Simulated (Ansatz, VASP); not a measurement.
**Al16Cu: VASP beside Ansatz**

File INCAR:

```
SYSTEM = Al16Cu
PREC = Accurate
ENCUT = 520
EDIFF = 1E-6
ISMEAR = 0
SIGMA = 0.1
LREAL = Auto
LASPH = .TRUE.
NELM = 80
ALGO = Normal
ISIF = 2
LWAVE = .FALSE.
LCHARG = .FALSE.
LDIPOL = .TRUE.
IDIPOL = 3
DIPOL = 0.5 0.5 0.303
GGA = PE
IVDW = 12
NBANDS = 44
```

Contents of KPOINTS:

```
Automatic mesh
0
G
  5 4 1
  0 0 0
```

File POSCAR:

```
Al16Cu
1.0
    5.6324246412      0.0000000000      0.0000000000
    0.0000000000      7.9654513166      0.0000000000
    0.0000000000      0.0000000000     21.2293510975
Al Cu
16 1
Direct
    0.2500000000      0.2500000000      0.1884183827
    0.2500000000      0.7500000000      0.1884183827
    0.7500000000      0.2500000000      0.1884183827
    0.7500000000      0.7500000000      0.1884183827
    0.0000000000      0.0000000000      0.2547466541
    0.0000000000      0.5000000000      0.2547466541
    0.5000000000      0.0000000000      0.2547466541
    0.5000000000      0.5000000000      0.2547466541
    0.2500000000      0.2500000000      0.3240951258
    0.2500000000      0.7500000000      0.3240951258
    0.7500000000      0.2500000000      0.3240951258
    0.7500000000      0.7500000000      0.3240951258
    0.0000000000      0.0000000000      0.3876402562
    0.0000000000      0.5000000000      0.3876402562
    0.5000000000      0.0000000000      0.3876402562
    0.5000000000      0.5000000000      0.3876402562
    0.2500000000      0.2500000000      0.5289540432
```

Input for Ansatz:

```yaml
crystal:
  lattice:
    - [5.6324246412, 0.0, 0.0]
    - [0.0, 7.9654513166, 0.0]
    - [0.0, 0.0, 21.2293510975]
  atoms:
    - { symbol: Al, position: [0.25, 0.25, 0.1884183827] }
    - { symbol: Al, position: [0.25, 0.75, 0.1884183827] }
    - { symbol: Al, position: [0.75, 0.25, 0.1884183827] }
    - { symbol: Al, position: [0.75, 0.75, 0.1884183827] }
    - { symbol: Al, position: [0.0, 0.0, 0.2547466541] }
    - { symbol: Al, position: [0.0, 0.5, 0.2547466541] }
    - { symbol: Al, position: [0.5, 0.0, 0.2547466541] }
    - { symbol: Al, position: [0.5, 0.5, 0.2547466541] }
    - { symbol: Al, position: [0.25, 0.25, 0.3240951258] }
    - { symbol: Al, position: [0.25, 0.75, 0.3240951258] }
    - { symbol: Al, position: [0.75, 0.25, 0.3240951258] }
    - { symbol: Al, position: [0.75, 0.75, 0.3240951258] }
    - { symbol: Al, position: [0.0, 0.0, 0.3876402562] }
    - { symbol: Al, position: [0.0, 0.5, 0.3876402562] }
    - { symbol: Al, position: [0.5, 0.0, 0.3876402562] }
    - { symbol: Al, position: [0.5, 0.5, 0.3876402562] }
    - { symbol: Cu, position: [0.25, 0.25, 0.5289540432] }
basis:
  ecutwfc: 420
kpoints:
  mp_grid: { grid: [5, 4, 1] }
hamiltonian:
  xc: pbe
  dispersion: d3bj
scf:
  occupations: { method: gaussian, width: 0.1 }
output:
  forces: true
  eigenvalues: true
efield:
  axis: 3
  dipole_correction: true
  ramp_width: 0.04
```

Alike in both runs: task single point; functional PBE; dispersion D3(BJ); k mesh 5 × 4 × 1; occupations gaussian, width 0.1 eV; no spin polarisation.

|  | VASP | Ansatz |
| --- | --- | --- |
| version | VASP 6.6.1 | Ansatz 0.2.0 |
| potentials or method | VASP PAW PBE potentials, release 64 (Al, Cu), cutoff 520 eV | scalar-relativistic, plane waves, PAW |
| valence electrons in the cell | 59 | 67 |

|  | VASP | Ansatz | Ansatz less VASP |
| --- | --- | --- | --- |
| gap on the k mesh at the Fermi level (eV) | none | none | - |
| rms of the force components (eV/Å) | 0.165 | 0.165 | +0.0004 |

Atom by atom the forces differ by 0.002 eV/Å (rms over components). A gap of «none» marks a metal or a gap that the smearing closes. VASP's potentials hold 59 valence electrons a cell and Ansatz's 67, so a difference there can come from the potentials and not from the codes.
